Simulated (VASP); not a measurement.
# Re (Fd-3m) in VASP: further runs

Runs on Re. Level: PBE. Tasks: relaxation of cell and atoms, single point.

Program: VASP 6.6.1. These are calculated values, not measurements. Logs are shortened: lines on timing, memory, paths and dates and some standing lists are left out, and cuts for length are marked.

### 1 The cell of the first run

It takes space group Fd-3m (No. 227, cubic). Conventional cell: a = 5.350 Å, b = 5.350 Å, c = 5.350 Å, α = 90.00°, β = 90.00°, γ = 90.00°. Within 3.1 Å of Re (site symmetry -43m) lie 4 Re at 2.32 Å.

### 2 Relaxation of cell and atoms, PBE, target pressure 20 GPa, at which the enthalpy is minimised

Input file INCAR:

```
PREC = Accurate
ENCUT = 600
EDIFF = 1E-7
ISMEAR = 0
SIGMA = 0.05
LREAL = False
LASPH = True
NELM = 60
ALGO = Normal
ISIF = 3
LWAVE = False
LCHARG = False
GGA = PE
IBRION = 2
NSW = 80
EDIFFG = -0.02
PSTRESS = 200.0
```

Input file KPOINTS:

```
regular mesh
0
Gamma
  7 7 7
```

Input file POSCAR:

```
Re
1.0
    0.0000000000      2.6750000000      2.6750000000
    2.6750000000      0.0000000000      2.6750000000
    2.6750000000      2.6750000000      0.0000000000
Re
2
Direct
    0.0000000000      0.0000000000      0.0000000000
    0.2500000000      0.2500000000      0.2500000000
```

Potentials or basis: VASP PAW PBE potentials, release 64 (Re).

Started as:

```console
> cat potpaw_PBE.64/Re/POTCAR > POTCAR
> mpirun -np 1 vasp_std > vasp.out
```

OUTCAR:

```text
PREC = Accurate
   ENCUT = 600
   EDIFF = 1E-7
   ISMEAR = 0
   LREAL = False
   LASPH = True
   NELM = 60
   ISIF = 3
   GGA = PE
   IBRION = 2
   NSW = 80
   EDIFFG = -0.02
   PSTRESS = 200.0

 ion  position               nearest neighbor table
   1  0.000  0.000  0.000-   2 2.32   2 2.32   2 2.32   2 2.32
   2  0.250  0.250  0.250-   1 2.32   1 2.32   1 2.32   1 2.32

  LATTYP: Found a face centered cubic cell.
 ALAT       =     5.3500000000

  Lattice vectors:

 A1 = (   0.0000000000,   2.6750000000,   2.6750000000)
 A2 = (   2.6750000000,   0.0000000000,   2.6750000000)
 A3 = (   2.6750000000,   2.6750000000,   0.0000000000)

Analysis of symmetry for initial positions (statically):
=====================================================================
 Subroutine PRICEL returns:
 Original cell was already a primitive cell.

 Routine SETGRP: Setting up the symmetry group for a
 face centered cubic supercell.

 Subroutine GETGRP returns: Found 48 space group operations
 (whereof 24 operations were pure point group operations)
 out of a pool of 48 trial point group operations.

The static configuration has the point symmetry T_d .
 The point group associated with its full space group is O_h .

Analysis of symmetry for dynamics (positions and initial velocities):
=====================================================================
 Subroutine PRICEL returns:
 Original cell was already a primitive cell.

 Routine SETGRP: Setting up the symmetry group for a
 face centered cubic supercell.

 Subroutine GETGRP returns: Found 48 space group operations
 (whereof 24 operations were pure point group operations)
 out of a pool of 48 trial point group operations.

The dynamic configuration has the point symmetry T_d .
 The point group associated with its full space group is O_h .

 Subroutine INISYM returns: Found 48 space group operations
 (whereof 24 operations are pure point group operations),
 and found     1 'primitive' translations

----------------------------------------------------------------------------------------

                                     Primitive cell

  volume of cell :      38.2826

  direct lattice vectors                    reciprocal lattice vectors
     0.000000000  2.675000000  2.675000000    -0.186915888  0.186915888  0.186915888
     2.675000000  0.000000000  2.675000000     0.186915888 -0.186915888  0.186915888
     2.675000000  2.675000000  0.000000000     0.186915888  0.186915888 -0.186915888

  length of vectors
     3.783021279  3.783021279  3.783021279     0.323747814  0.323747814  0.323747814

  position of ions in fractional coordinates (direct lattice)
     0.000000000  0.000000000  0.000000000
     0.250000000  0.250000000  0.250000000

  ion indices of the primitive-cell ions
   primitive index   ion index
                 1           1
                 2           2

----------------------------------------------------------------------------------------

 KPOINTS: regular mesh

Automatic generation of k-mesh.
 Grid dimensions read from file:
 generate k-points for:    7    7    7

 Generating k-lattice:

  Cartesian coordinates                     Fractional coordinates (reciprocal lattice)
    -0.026702270  0.026702270  0.026702270     0.142857143  0.000000000  0.000000000
     0.026702270 -0.026702270  0.026702270     0.000000000  0.142857143  0.000000000
     0.026702270  0.026702270 -0.026702270     0.000000000  0.000000000  0.142857143

  Length of vectors
     0.046249688  0.046249688  0.046249688

  Shift w.r.t. Gamma in fractional coordinates (k-lattice)
     0.000000000  0.000000000  0.000000000

 Subroutine IBZKPT returns following result:
 ===========================================

 Found     20 irreducible k-points:

 Following reciprocal coordinates:
            Coordinates               Weight
  0.000000  0.000000  0.000000      1.000000
  0.142857  0.000000  0.000000      8.000000
  0.285714  0.000000  0.000000      8.000000
  0.428571  0.000000  0.000000      8.000000
  0.142857  0.142857  0.000000      6.000000
  0.285714  0.142857  0.000000     24.000000
[... 12 lines left out ...]
 -0.428571  0.428571  0.142857     24.000000
 -0.285714  0.428571  0.142857     24.000000
   k-points           NKPTS =     20   k-points in BZ     NKDIM =     20   number of bands    NBANDS=     11
   number of dos      NEDOS =    301   number of ions     NIONS =      2
   total plane-waves  NPLWV =  27000
   dimension x,y,z NGX =    30 NGY =   30 NGZ =   30
   dimension x,y,z NGXF=    60 NGYF=   60 NGZF=   60
   ions per type =               2
   NGX,Y,Z   is equivalent  to a cutoff of  13.18, 13.18, 13.18 a.u.
   NGXF,Y,Z  is equivalent  to a cutoff of  26.37, 26.37, 26.37 a.u.
 SYSTEM =  unknown system
   PREC   = accura    normal or accurate (medium, high low for compatibility)
   ISTART =      0    job   : 0-new  1-cont  2-samecut
   ICHARG =      2    charge: 1-file 2-atom 10-const
   ISPIN  =      1    spin polarized calculation?
   LNONCOLLINEAR =      F non collinear calculations
   LSORBIT =      F    spin-orbit coupling
   LASPH  =      T    aspherical Exc in radial PAW
   ENCUT  =  600.0 eV  44.10 Ry    6.64 a.u.   7.56  7.56  7.56*2*pi/ulx,y,z
   NELM   =     60;   NELMIN=  2; NELMDL= -5     # of ELM steps
   EDIFF  = 0.1E-06   stopping-criterion for ELM
   LREAL  =      F    real-space projection
   EDIFFG = -.2E-01   stopping-criterion for IOM
   NSW    =     80    number of steps for IOM
   IBRION =      2    ionic relax: 0-MD 1-quasi-New 2-CG
   NFREE  =      1    steps in history (QN), initial steepest desc. (CG)
   ISIF   =      3    stress and relaxation
   ISYM   =      2    0-nonsym 1-usesym 2-fastsym
   POTIM  = 0.5000    time-step for ionic-motion
   TEBEG  =    0.0;   TEEND  =   0.0 temperature during run
   PSTRESS=  200.0 pullay stress
   NELECT =      14.0000    total number of electrons
   NUPDOWN=      -1.0000    fix difference up-down
   EMIN   =  10.00;   EMAX   =-10.00  energy-range for DOS
   EFERMI =   0.00;   METHOD = LEGACY
   ISMEAR =     0;   SIGMA  =   0.05  broadening in eV -4-tet -1-fermi 0-gaus
   EFERMI_NEDOS =   21; number of points for ismear=-14 and -15
   IALGO  =     38    algorithm
   IMIX   =      4    mixing-type and parameters
     AMIX     =   0.40;   BMIX     =  1.00
     AMIX_MAG =   1.60;   BMIX_MAG =  1.00
  volume/ion in A,a.u.               =      19.14       129.17
  Fermi-wavevector in a.u.,A,eV,Ry     =   1.170713  2.212327 18.647718  1.370569
  Thomas-Fermi vector in A             =   2.307167
   LORBIT       =      0    0 simple, 1 ext, 2 COOP (PROOUT), +10 PAW based schemes
   GGA     = PE    functional components
   LHFCALC =     F    Hartree Fock is set to
   AEXX    =    0.0000 exact exchange contribution
   IVDW    =     0    specifies the selected vdW correction
   LEPSILON=     F    determine dielectric tensor
   LRPA    =     F    only Hartree local field effects (RPA)
 conjugate gradient relaxation of ions
 non-spin polarized calculation
 Gauss-broadening in eV      SIGMA  =   0.05
  energy-cutoff  :      600.00
  volume of cell :       38.28
 maximum number of plane-waves:      1299
 NGX is ok and might be reduce to    30
   NGX = 15   NGY = 15   NGZ = 15

--------------------------------------- Ionic step        1  -------------------------------------------

 number of electron      14.0000001 magnetization

 Free energy of the ion-electron system (eV)
  ---------------------------------------------------
  ext. energy  EPLUGINS =         0.00000000
  ---------------------------------------------------
  free energy    TOTEN  =       -21.06964100 eV

  energy without entropy =      -21.06537756  energy(sigma->0) =      -21.06750928

------------------------ aborting loop because EDIFF is reached ----------------------------------------

  FORCE on cell =-STRESS in cart. coord.  units (eV):
  Direction    XX          YY          ZZ          XY          YZ          ZX
  --------------------------------------------------------------------------------------
  -------------------------------------------------------------------------------------
  Total        9.0350922      9.0350922      9.0350922      0.0000000     -0.0000000      0.0000000
  in kB      378.1305954    378.1305954    378.1305954      0.0000000     -0.0000000      0.0000000
  external PRESSURE =     178.1305954 kB  Pullay stress =     200.0000000 kB
[... 23 lines left out ...]
  enthalpy is  TOTEN    =       -16.2908199457 eV   P V=        4.7788210497

--------------------------------------- Ionic step        2  -------------------------------------------

 number of electron      14.0000000 magnetization

 E-fermi :   2.2810     XC(G=0): -10.3740

 val. band max:        2.2574691275   @ k =  -0.4286   0.4286   0.0000
 cond. band min:       2.3703727091   @ k =  -0.2857   0.2857   0.0000
 fundamental gap:      0.1129035816
 Fermi energy:         2.2809886156

 k-point     1 :       0.0000    0.0000    0.0000
  band No.  band energies     occupation
      1      -3.8307      2.00000
      2      -0.0826      2.00000
      3      -0.0826      2.00000
      4       0.3834      2.00000
      5       0.3834      2.00000
      6       0.3834      2.00000
      7       2.9375      0.00000
      8       2.9375      0.00000
      9       2.9375      0.00000
     10       5.7386      0.00000
     11       5.7386      0.00000
[... 337 lines left out ...]
  enthalpy is  TOTEN    =       -16.4233914467 eV   P V=        5.1224153027

--------------------------------------- Ionic step        4  -------------------------------------------

 number of electron      14.0000000 magnetization

 Free energy of the ion-electron system (eV)
  ---------------------------------------------------
  ext. energy  EPLUGINS =         0.00000000
  ---------------------------------------------------
  free energy    TOTEN  =       -21.51788712 eV

  energy without entropy =      -21.51623742  energy(sigma->0) =      -21.51706227

 E-fermi :   4.1324     XC(G=0): -11.4923

 val. band max:        4.0942035194   @ k =  -0.4286   0.2857   0.0000
 cond. band min:       4.1910342611   @ k =  -0.2857   0.2857   0.0000
 fundamental gap:      0.0968307417
 Fermi energy:         4.1324030647

 k-point     1 :       0.0000    0.0000    0.0000
  band No.  band energies     occupation
      1      -2.9836      2.00000
      2       0.8681      2.00000
      3       0.8681      2.00000
      4       1.8769      2.00000
      5       1.8769      2.00000
      6       1.8769      2.00000
      7       5.0413      0.00000
      8       5.0413      0.00000
      9       5.0413      0.00000
     10       9.0246      0.00000
     11       9.0246      0.00000
[... 293 lines left out ...]
  FREE ENERGIE OF THE ION-ELECTRON SYSTEM (eV)
  ---------------------------------------------------
  free  energy   TOTEN  =       -21.5178871152 eV

  energy  without entropy=      -21.5162374216  energy(sigma->0) =      -21.51706227

  enthalpy is  TOTEN    =       -16.4245457371 eV   P V=        5.0933413781

 reached required accuracy - stopping structural energy minimisation
```

Wall time 28 s (1 thread of Intel Xeon 6975P-C (Granite Rapids), shared host); peak memory 0.18 GiB.

Results:

| Property | Result |
| --- | --- |
| Free energy | -21.5179 eV |
| Relaxed volume | 20.40 Å³/atom |
| Relaxed cell | a = 3.864 Å, b = 3.864 Å, c = 3.864 Å, α = 60.00°, β = 60.00°, γ = 60.00° |
| Space group after relaxing (to 0.05 Å) | Fd-3m (No. 227) |
| Energy change on relaxing (the enthalpy is what falls) | -224.1 meV/atom |
| Ionic steps | 4 |
| Pressure after relaxing | 19.9 GPa |
| Band gap on the k mesh | zero (band 7 reaches 5.04 eV, above the bottom of band 8 at 3.98 eV) |

Step by step:
```csv
step,energy change (eV),largest force (eV/Å),pressure (GPa),volume (Å³)
1,0.0000,0.0000,37.81,38.28
2,-0.2480,0.0000,-18.44,51.33
3,-0.4762,0.0000,18.50,41.04
4,-0.4482,0.0000,19.93,40.80
```

Final structure:
```xyz
2
Lattice="0.0000 2.7324 2.7324 2.7324 0.0000 2.7324 2.7324 2.7324 0.0000" Properties=species:S:1:pos:R:3 pbc="T T T"
Re    0.0000    0.0000    0.0000
Re    1.3662    1.3662    1.3662
```

Caveat: the cell is relaxed towards a set pressure, so the enthalpy falls and the energy may rise; spin-orbit coupling is left out, which moves the levels of the heavy elements.

(Continued in part 2 of 2.)
